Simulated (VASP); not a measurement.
Set up this calculation in VASP 6.6.1, as the native input.

* Task: single point
* Functional: PBE
* Potentials or basis: VASP PAW PBE potentials, release 64 (Sr_sv, Ni, Pt)
* Cutoff: 520 eV
* k mesh: 4 × 4 × 4
* Occupations: gaussian, width 0.1 eV
* Spin: collinear spin, ferromagnetic start
* Starting moments: [0.0, 2.0, 0.0, 0.0, 0.0] μB
* Dipole correction: no
* Further INCAR settings: ALGO = Fast; EDIFF = 1e-06; NBANDS = 37

The structure of SrNiPt3 lies in POSCAR:

```
SrNiPt3
1.0
    4.2106129854      0.0000000000      0.0000000000
    0.0000000000      4.2106129854      0.0000000000
    0.0000000000      0.0000000000      4.2633775592
Sr Ni Pt
1 1 3
Direct
    0.0000000000      0.0000000000      0.0000000000
    0.5000000000      0.5000000000      0.5150000000
    0.5000000000      0.5000000000      0.9750000000
    0.0000000000      0.5000000000      0.4850000000
    0.5000000000      0.0000000000      0.4850000000
```

The input as run:

INCAR

```
PREC = Accurate
ENCUT = 520
EDIFF = 1E-6
ISMEAR = 0
SIGMA = 0.1
LREAL = False
LASPH = True
NELM = 150
ALGO = Fast
ISIF = 2
LWAVE = False
LCHARG = True
ISPIN = 2
MAGMOM = 0 2 0 0 0
LORBIT = 11
LMAXMIX = 4
GGA = PE
LELF = True
LVHAR = True
NBANDS = 37
```

KPOINTS

```
regular mesh
0
Gamma
  4 4 4
```

Potentials or basis: VASP PAW PBE potentials, release 64 (Sr_sv, Ni, Pt).

Command:

```console
$ cat potpaw_PBE.64/Sr_sv/POTCAR potpaw_PBE.64/Ni/POTCAR potpaw_PBE.64/Pt/POTCAR > POTCAR
$ mpirun -np 1 vasp_std > vasp.out
```

Results of the run:

| Quantity | Value |
| --- | --- |
| Pressure | 71.5 GPa |
| Largest force | 8.721 eV/Å |
| Net moment | 0.55 μB per cell |
| Site moments | Sr +0.00; Ni +0.32; Pt +0.07, +0.05 (each value once) μB |
| Valence electrons inside the program's atomic spheres | Sr 8.25; Ni 10.64; Pt 9.69 |

Caveat: the k points lie up to 0.37 Å⁻¹ apart; forces of over 1 eV/Å act on the atoms, so gaps and moduli don't describe the material at rest.

Run time: 49 s on 1 thread of Intel(R) Xeon(R) 6975P-C (Granite Rapids), with other jobs on the host, peak memory 0.25 GiB.
